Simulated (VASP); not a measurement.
Li2S: single point with LDA

Crystal: Li2S.

```
Li S
1.0
     0.00000    2.87290    2.87290
     2.87290    0.00000    2.87290
     2.87290    2.87290    0.00000
Li S
2 1
Cartesian
  1.4365 1.4365 1.4365
  4.3094 4.3094 4.3094
  0.0000 0.0000 0.0000
```

This cell differs from its parent crystal: volume scaled by 1.02.

- Program: VASP 6.6.1
- Task: single point
- Functional: LDA
- Potentials or basis: VASP PAW LDA potentials, release 64 (Li_sv, S)
- Cutoff: 750 eV
- k mesh: 7 × 7 × 7
- Occupations: fermi-dirac, width 0.02 eV
- Spin: no spin polarisation

```json
{
  "Pressure": "-3.7 GPa",
  "Band gap on the k mesh": "3.33 eV, indirect (least direct gap 3.94 eV)"
}
```

Levels at points of the mesh, in eV from the valence-band top:
```csv
k point,band 2,band 3,band 4,band 5,band 6,band 7,band 8,band 9,band 10,band 11
"(0.00, 0.00, 0.00)",-43.20,-10.91,0.00,0.00,0.00,3.94,6.01,6.01,6.01,11.05
```

Run time: 7.5 s on 1 thread of Intel(R) Xeon(R) 6975P-C (Granite Rapids), with other jobs on the host, peak memory 0.17 GiB.

 A k mesh can miss the band edges.
